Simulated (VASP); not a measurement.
# SnO (P4/nmm) in VASP: notebook

The runs below take SnO through single point, with r2SCAN, LDA, PBEsol.

All numbers are computed with VASP 6.6.1; they aren't measurements. Logs are shortened: lines on timing, memory, paths and dates and some standing lists are left out, and cuts for length are marked.

## Step 1: The cell of the first run

Symmetry: P4/nmm, No. 129, tetragonal system. The conventional cell has a = 3.814 Å, b = 3.814 Å, c = 4.887 Å, α = 90.00°, β = 90.00°, γ = 90.00°. Sn (site symmetry 4mm) has 4 O at 2.23 Å within 2.9 Å. Within 2.9 Å of O (site symmetry -4m2) lie 4 Sn at 2.23 Å and 4 O at 2.70 Å.

## Step 2: Single point, r2SCAN

Contents of POSCAR:

```
SnO
1.0
    3.8136952200      0.0000000000      0.0000000000
    0.0000000000      3.8136952200      0.0000000000
    0.0000000000      0.0000000000      4.8869133000
Sn O
2 2
Direct
    0.5000000000      0.0000000000      0.7646261400
    0.0000000000      0.5000000000      0.2353738600
    0.0000000000      0.0000000000      0.0000000000
    0.5000000000      0.5000000000      0.0000000000
```

Contents of INCAR.step1:

```
SYSTEM = SnO
  ALGO = Normal
  EDIFF = 1E-5
  ENCUT = 910
  GGA = PE
  GGA_COMPAT = .FALSE.
  ISMEAR = -1
  LASPH = .TRUE.
  LCHARG = .FALSE.
  LREAL = .FALSE.
  LWAVE = .TRUE.
  NBANDS = 28
  NELM = 120
  PREC = Accurate
  SIGMA = 0.05
```

Contents of INCAR.step2:

```
SYSTEM = SnO
  ALGO = Normal
  EDIFF = 1E-6
  ENCUT = 910
  GGA_COMPAT = .FALSE.
  ISIF = 2
  ISMEAR = -1
  ISTART = 1
  LASPH = .TRUE.
  LCHARG = .TRUE.
  LELF = .TRUE.
  LMIXTAU = .TRUE.
  LREAL = .FALSE.
  LVHAR = .TRUE.
  LWAVE = .FALSE.
  METAGGA = R2SCAN
  NBANDS = 28
  NELM = 120
  PREC = Accurate
  SIGMA = 0.05
```

Contents of KPOINTS:

```
k-points
0
G
  4 4 3
  0 0 0
```

Potentials or basis: VASP PAW PBE potentials, release 64 (Sn_d, O_h).

The run is started by

```
> cat potpaw_PBE.64/Sn_d/POTCAR potpaw_PBE.64/O_h/POTCAR > POTCAR
> cp INCAR.step1 INCAR
> mpirun -np 1 vasp_std > vasp.out
> cp INCAR.step2 INCAR
> mpirun -np 1 vasp_std > vasp.out
```

OUTCAR:

```text
SYSTEM = SnO
   EDIFF = 1E-6
   ENCUT = 910
   ISIF = 2
   ISMEAR = -1
   ISTART = 1
   LASPH = .TRUE.
   LREAL = .FALSE.
   METAGGA = R2SCAN
   NELM = 120
   PREC = Accurate

 ion  position               nearest neighbor table
   1  0.500  0.000  0.765-   3 2.23   4 2.23   4 2.23   3 2.23   2 3.54   2 3.54   2 3.54   2 3.54
                             2 3.74   2 3.74   2 3.74   2 3.74
   2  0.000  0.500  0.235-   3 2.23   4 2.23   3 2.23   4 2.23   1 3.54   1 3.54   1 3.54   1 3.54
                             1 3.74   1 3.74   1 3.74   1 3.74
   3  0.000  0.000  0.000-   1 2.23   2 2.23   2 2.23   1 2.23
   4  0.500  0.500  0.000-   1 2.23   2 2.23   1 2.23   2 2.23

  LATTYP: Found a simple tetragonal cell.
 ALAT       =     3.8136952200
 C/A-ratio  =     1.2814116016

  Lattice vectors:

 A1 = (   3.8136952200,   0.0000000000,   0.0000000000)
 A2 = (   0.0000000000,   3.8136952200,   0.0000000000)
 A3 = (   0.0000000000,   0.0000000000,   4.8869133000)

Analysis of symmetry for initial positions (statically):
=====================================================================
 Subroutine PRICEL returns:
 Original cell was already a primitive cell.

 Routine SETGRP: Setting up the symmetry group for a
 simple tetragonal supercell.

 Subroutine GETGRP returns: Found 16 space group operations
 (whereof  8 operations were pure point group operations)
 out of a pool of 16 trial point group operations.

The static configuration has the point symmetry D_2d.
 The point group associated with its full space group is D_4h.

Analysis of symmetry for dynamics (positions and initial velocities):
=====================================================================
 Subroutine PRICEL returns:
 Original cell was already a primitive cell.

 Routine SETGRP: Setting up the symmetry group for a
 simple tetragonal supercell.

 Subroutine GETGRP returns: Found 16 space group operations
 (whereof  8 operations were pure point group operations)
 out of a pool of 16 trial point group operations.

The dynamic configuration has the point symmetry D_2d.
 The point group associated with its full space group is D_4h.

 Subroutine INISYM returns: Found 16 space group operations
 (whereof  8 operations are pure point group operations),
 and found     1 'primitive' translations

----------------------------------------------------------------------------------------

                                     Primitive cell

  volume of cell :      71.0766

  direct lattice vectors                    reciprocal lattice vectors
     3.813695220  0.000000000  0.000000000     0.262212878  0.000000000  0.000000000
     0.000000000  3.813695220  0.000000000     0.000000000  0.262212878  0.000000000
     0.000000000  0.000000000  4.886913300     0.000000000  0.000000000  0.204628144

  length of vectors
     3.813695220  3.813695220  4.886913300     0.262212878  0.262212878  0.204628144

  position of ions in fractional coordinates (direct lattice)
     0.500000000  0.000000000  0.764626140
     0.000000000  0.500000000  0.235373860
     0.000000000  0.000000000  0.000000000
     0.500000000  0.500000000  0.000000000

  ion indices of the primitive-cell ions
   primitive index   ion index
                 1           1
                 2           2
                 3           3
                 4           4

----------------------------------------------------------------------------------------

 KPOINTS: k-points

Automatic generation of k-mesh.
 Grid dimensions read from file:
 generate k-points for:    4    4    3

 Generating k-lattice:

  Cartesian coordinates                     Fractional coordinates (reciprocal lattice)
     0.065553220  0.000000000  0.000000000     0.250000000  0.000000000  0.000000000
     0.000000000  0.065553220  0.000000000     0.000000000  0.250000000  0.000000000
     0.000000000  0.000000000  0.068209381     0.000000000  0.000000000  0.333333333

  Length of vectors
     0.065553220  0.065553220  0.068209381

  Shift w.r.t. Gamma in fractional coordinates (k-lattice)
     0.000000000  0.000000000  0.000000000

 Subroutine IBZKPT returns following result:
 ===========================================

 Found     12 irreducible k-points:

 Following reciprocal coordinates:
            Coordinates               Weight
  0.000000  0.000000  0.000000      1.000000
  0.250000  0.000000  0.000000      4.000000
  0.500000  0.000000  0.000000      2.000000
  0.250000  0.250000  0.000000      4.000000
  0.500000  0.250000  0.000000      4.000000
  0.500000  0.500000  0.000000      1.000000
  0.000000  0.000000  0.333333      2.000000
  0.250000  0.000000  0.333333      8.000000
  0.500000  0.000000  0.333333      4.000000
  0.250000  0.250000  0.333333      8.000000
  0.500000  0.250000  0.333333      8.000000
  0.500000  0.500000  0.333333      2.000000
   k-points           NKPTS =     12   k-points in BZ     NKDIM =     12   number of bands    NBANDS=     28
   number of dos      NEDOS =    301   number of ions     NIONS =      4
   total plane-waves  NPLWV =  76800
   dimension x,y,z NGX =    40 NGY =   40 NGZ =   48
   dimension x,y,z NGXF=    80 NGYF=   80 NGZF=   96
   ions per type =               2   2
   NGX,Y,Z   is equivalent  to a cutoff of  17.44, 17.44, 16.33 a.u.
   NGXF,Y,Z  is equivalent  to a cutoff of  34.87, 34.87, 32.66 a.u.
 SYSTEM =  SnO
   PREC   = accura    normal or accurate (medium, high low for compatibility)
   ISTART =      1    job   : 0-new  1-cont  2-samecut
   ICHARG =      0    charge: 1-file 2-atom 10-const
   ISPIN  =      1    spin polarized calculation?
   LNONCOLLINEAR =      F non collinear calculations
   LSORBIT =      F    spin-orbit coupling
   LASPH  =      T    aspherical Exc in radial PAW
   ENCUT  =  910.0 eV  66.88 Ry    8.18 a.u.   9.38  9.38 12.02*2*pi/ulx,y,z
   NELM   =    120;   NELMIN=  2; NELMDL=  0     # of ELM steps
   EDIFF  = 0.1E-05   stopping-criterion for ELM
   LREAL  =      F    real-space projection
   EDIFFG = 0.1E-04   stopping-criterion for IOM
   NSW    =      0    number of steps for IOM
   IBRION =     -1    ionic relax: 0-MD 1-quasi-New 2-CG
   NFREE  =      0    steps in history (QN), initial steepest desc. (CG)
   ISIF   =      2    stress and relaxation
   ISYM   =      2    0-nonsym 1-usesym 2-fastsym
   POTIM  = 0.5000    time-step for ionic-motion
   TEBEG  =    0.0;   TEEND  =   0.0 temperature during run
   PSTRESS=    0.0 pullay stress
   NELECT =      40.0000    total number of electrons
   NUPDOWN=      -1.0000    fix difference up-down
   EMIN   =  10.00;   EMAX   =-10.00  energy-range for DOS
   EFERMI =   0.00;   METHOD = LEGACY
   ISMEAR =    -1;   SIGMA  =   0.05  broadening in eV -4-tet -1-fermi 0-gaus
   EFERMI_NEDOS =   21; number of points for ismear=-14 and -15
   IALGO  =     38    algorithm
   IMIX   =      4    mixing-type and parameters
     AMIX     =   0.40;   BMIX     =  1.00
     AMIX_MAG =   1.60;   BMIX_MAG =  1.00
  volume/ion in A,a.u.               =      17.77       119.91
  Fermi-wavevector in a.u.,A,eV,Ry     =   1.351614  2.554180 24.855939  1.826860
  Thomas-Fermi vector in A             =   2.479021
   LORBIT       =      0    0 simple, 1 ext, 2 COOP (PROOUT), +10 PAW based schemes
   METAGGA = R2SCAN    functional components
   LHFCALC =     F    Hartree Fock is set to
   AEXX    =    0.0000 exact exchange contribution
   IVDW    =     0    specifies the selected vdW correction
   LEPSILON=     F    determine dielectric tensor
   LRPA    =     F    only Hartree local field effects (RPA)
 non-spin polarized calculation
  energy-cutoff  :      910.00
  volume of cell :       71.08
 maximum number of plane-waves:      4445
 NGX is ok and might be reduce to    40
   NGX = 19   NGY = 19   NGZ = 25

 number of electron      39.9999995 magnetization

 Free energy of the ion-electron system (eV)
  ---------------------------------------------------
  ext. energy  EPLUGINS =         0.00000000
  ---------------------------------------------------
  free energy    TOTEN  =       -66.91948501 eV

  energy without entropy =      -66.91828493  energy(sigma->0) =      -66.91888497

 E-fermi :   7.3151     XC(G=0): -10.8484

 val. band max:        7.1882236029   @ k =   0.0000   0.0000   0.0000
 cond. band min:       7.4786243296   @ k =   0.5000   0.5000   0.0000
 fundamental gap:      0.2904007267
 Fermi energy:         7.3151275388

 k-point     1 :       0.0000    0.0000    0.0000
  band No.  band energies     occupation
      1     -15.7291      2.00000
      2     -15.1802      2.00000
      3     -15.1669      2.00000
      4     -15.1669      2.00000
      5     -15.1217      2.00000
      6     -15.0986      2.00000
[... 20 lines left out ...]
     27      14.2751      0.00000
     28      14.9457      0.00000

 k-point     2 :       0.2500    0.0000    0.0000
  band No.  band energies     occupation
      1     -15.6950      2.00000
      2     -15.3475      2.00000
      3     -15.1562      2.00000
      4     -15.1534      2.00000
      5     -15.1462      2.00000
      6     -15.1266      2.00000
[... 20 lines left out ...]
     27      14.8457      0.00000
     28      18.1605      0.00000

 k-point     3 :       0.5000    0.0000    0.0000
  band No.  band energies     occupation
      1     -15.5875      2.00000
      2     -15.5875      2.00000
      3     -15.1344      2.00000
      4     -15.1344      2.00000
      5     -15.1341      2.00000
      6     -15.1341      2.00000
[... 20 lines left out ...]
     27      16.1080      0.00000
     28      16.1080      0.00000

 k-point     4 :       0.2500    0.2500    0.0000
  band No.  band energies     occupation
      1     -15.6790      2.00000
      2     -15.4649      2.00000
      3     -15.1671      2.00000
      4     -15.1487      2.00000
      5     -15.1273      2.00000
      6     -15.1244      2.00000
[... 20 lines left out ...]
     27      15.4293      0.00000
     28      16.4111      0.00000

 k-point     5 :       0.5000    0.2500    0.0000
  band No.  band energies     occupation
      1     -15.6192      2.00000
      2     -15.6192      2.00000
      3     -15.1413      2.00000
      4     -15.1413      2.00000
      5     -15.1302      2.00000
      6     -15.1302      2.00000
[... 20 lines left out ...]
     27      15.3443      0.00000
     28      15.3443      0.00000

 k-point     6 :       0.5000    0.5000    0.0000
  band No.  band energies     occupation
      1     -15.6559      2.00000
      2     -15.6559      2.00000
      3     -15.1417      2.00000
      4     -15.1417      2.00000
      5     -15.1157      2.00000
      6     -15.1157      2.00000
[... 20 lines left out ...]
     27      15.7502      0.00000
     28      15.7502      0.00000

 k-point     7 :       0.0000    0.0000    0.3333
  band No.  band energies     occupation
      1     -15.7180      2.00000
      2     -15.1918      2.00000
      3     -15.1449      2.00000
      4     -15.1449      2.00000
      5     -15.1113      2.00000
      6     -15.1023      2.00000
[... 20 lines left out ...]
     27      15.2260      0.00000
     28      15.6672      0.00000

 k-point     8 :       0.2500    0.0000    0.3333
  band No.  band energies     occupation
      1     -15.6910      2.00000
      2     -15.3695      2.00000
      3     -15.1573      2.00000
      4     -15.1518      2.00000
      5     -15.1376      2.00000
      6     -15.1294      2.00000
[... 20 lines left out ...]
     27      15.7665      0.00000
     28      17.8809      0.00000

 k-point     9 :       0.5000    0.0000    0.3333
  band No.  band energies     occupation
      1     -15.5986      2.00000
      2     -15.5986      2.00000
      3     -15.1580      2.00000
      4     -15.1580      2.00000
      5     -15.1292      2.00000
      6     -15.1292      2.00000
[... 20 lines left out ...]
     27      16.8764      0.00000
     28      16.8764      0.00000

 k-point    10 :       0.2500    0.2500    0.3333
  band No.  band energies     occupation
      1     -15.6736      2.00000
      2     -15.4699      2.00000
      3     -15.1591      2.00000
      4     -15.1460      2.00000
      5     -15.1405      2.00000
      6     -15.1170      2.00000
[... 20 lines left out ...]
     27      16.3550      0.00000
     28      17.4134      0.00000

 k-point    11 :       0.5000    0.2500    0.3333
  band No.  band energies     occupation
      1     -15.6145      2.00000
      2     -15.6145      2.00000
      3     -15.1472      2.00000
      4     -15.1472      2.00000
      5     -15.1231      2.00000
      6     -15.1231      2.00000
[... 20 lines left out ...]
     27      16.5985      0.00000
     28      16.5985      0.00000

 k-point    12 :       0.5000    0.5000    0.3333
  band No.  band energies     occupation
      1     -15.6379      2.00000
      2     -15.6379      2.00000
      3     -15.1341      2.00000
      4     -15.1341      2.00000
      5     -15.1157      2.00000
      6     -15.1157      2.00000
[... 20 lines left out ...]
     27      16.8166      0.00000
     28      16.8166      0.00000

------------------------ aborting loop because EDIFF is reached ----------------------------------------

  FORCE on cell =-STRESS in cart. coord.  units (eV):
  Direction    XX          YY          ZZ          XY          YZ          ZX
  --------------------------------------------------------------------------------------
  -------------------------------------------------------------------------------------
  Total        0.0023110      0.0023110      0.0396216      0.0000000      0.0000000      0.0000000
  in kB        0.0520939      0.0520939      0.8931329      0.0000000      0.0000000      0.0000000
  external PRESSURE =       0.3324403 kB  Pullay stress =       0.0000000 kB

 VOLUME and BASIS-vectors are now :
 -----------------------------------------------------------------------------
  energy-cutoff  :      910.00
  volume of cell :       71.08
      direct lattice vectors                 reciprocal lattice vectors
     3.813695220  0.000000000  0.000000000     0.262212878  0.000000000  0.000000000
     0.000000000  3.813695220  0.000000000     0.000000000  0.262212878  0.000000000
     0.000000000  0.000000000  4.886913300     0.000000000  0.000000000  0.204628144

 POSITION                                       TOTAL-FORCE (eV/Angst)
 -----------------------------------------------------------------------------------
      1.90685      0.00000      3.73666         0.000000     -0.000000     -0.014296
      0.00000      1.90685      1.15025         0.000000     -0.000000      0.014296
      0.00000      0.00000      0.00000         0.000000     -0.000000      0.000000
      1.90685      1.90685      0.00000         0.000000      0.000000      0.000000
 -----------------------------------------------------------------------------------
    total drift:                               -0.000000      0.000000      0.000000

  FREE ENERGIE OF THE ION-ELECTRON SYSTEM (eV)
  ---------------------------------------------------
  free  energy   TOTEN  =       -66.9194850149 eV

  energy  without entropy=      -66.9182849318  energy(sigma->0) =      -66.91888497
```

Wall time 2.8 min (1 thread of Intel Xeon Platinum 8488C (Sapphire Rapids), shared host); peak memory 0.3 GiB.

Results:

* Free energy: -66.9195 eV
* Pressure: 0.0 GPa
* Largest force: 0.014 eV/Å
* Band gap on the k mesh: 0.29 eV, indirect (least direct gap 2.37 eV)

Forces in eV/Å, atoms in the order of the input:
```
Sn   0.000  0.000 -0.014
Sn   0.000  0.000  0.014
O    0.000  0.000  0.000
O    0.000  0.000  0.000
```

Levels at points of the mesh, in eV from the valence-band top:
```tsv
k point	band 16	band 17	band 18	band 19	band 20	band 21	band 22	band 23	band 24	band 25
(0.00, 0.00, 0.00)	-6.65	-3.84	-3.54	-3.54	0.00	2.37	4.52	4.93	4.93	6.03
(0.50, 0.00, 0.00)	-5.36	-5.22	-5.22	-2.90	-2.90	3.43	3.43	6.22	6.22	6.28
(0.50, 0.50, 0.00)	-5.50	-2.87	-2.87	-2.08	-2.08	0.29	0.29	4.77	4.77	7.58
```

Caveat: the k points lie up to 0.43 Å⁻¹ apart; the cutoff is under 1.25 times the usual one of these potentials, so pressure, stress and relaxed cells hold a basis-set (Pulay) error; the PAW data sets were made with another functional, which shifts forces and pressure a little; spin-orbit coupling is left out, which moves the levels of the heavy elements.

## Step 3: Single point, LDA

This run uses another cell than the first one, of 16.53 Å³/atom, 0.930 times its volume.

Contents of INCAR:

```
SYSTEM = SnO
PREC = Accurate
ENCUT = 520
EDIFF = 1E-7
ISMEAR = -1
SIGMA = 0.05
LREAL = .FALSE.
LASPH = .TRUE.
NELM = 100
ALGO = Normal
ISIF = 2
LWAVE = .FALSE.
LCHARG = .FALSE.
NBANDS = 28
```

Contents of KPOINTS:

```
regular mesh
0
G
  7 7 6
  0 0 0
```

Contents of POSCAR:

```
SnO
1.0
    3.7669653971      0.0000000000      0.0000000000
    0.0000000000      3.7669653971      0.0000000000
    0.0000000000      0.0000000000      4.6594550730
Sn O
2 2
Direct
    0.5000000000      0.0000000000      0.7543158125
    0.0000000000      0.5000000000      0.2456841875
    0.0000000000      0.0000000000      0.0000000000
    0.5000000000      0.5000000000      0.0000000000
```

Potentials or basis: VASP PAW LDA potentials, release 64 (Sn_d, O).

The run is started by

```
> cat potpaw_LDA.64/Sn_d/POTCAR potpaw_LDA.64/O/POTCAR > POTCAR
> mpirun -np 1 vasp_std > vasp.out
```

Wall time 30 s (1 thread of Intel Xeon 6975P-C (Granite Rapids), shared host); peak memory 0.18 GiB.

The run converged. Its results:

```yaml
Free_energy: -25.7317 eV
Pressure: 0.3 GPa
Largest_force: 0.118 eV/Å
Band_gap_on_the_k_mesh: 0.05 eV, indirect (least direct gap 1.86 eV)
```

Forces on the atoms (eV/Å):
```
Sn   0.000  0.000 -0.118
Sn   0.000  0.000  0.118
O    0.000  0.000  0.000
O    0.000  0.000  0.000
```

Levels at points of the mesh, in eV from the valence-band top:
```
           k point  band 18  band 19  band 20  band 21  band 22  band 23
(0.00, 0.00, 0.00)    -3.34    -3.34     0.00     2.28     4.53     4.53
(0.00, 0.00, 0.50)    -3.35    -2.79    -2.30     1.53     2.65     2.65
```

Caveat: spin-orbit coupling is left out, which moves the levels of the heavy elements.

(Part 1 of 2 ends here.)
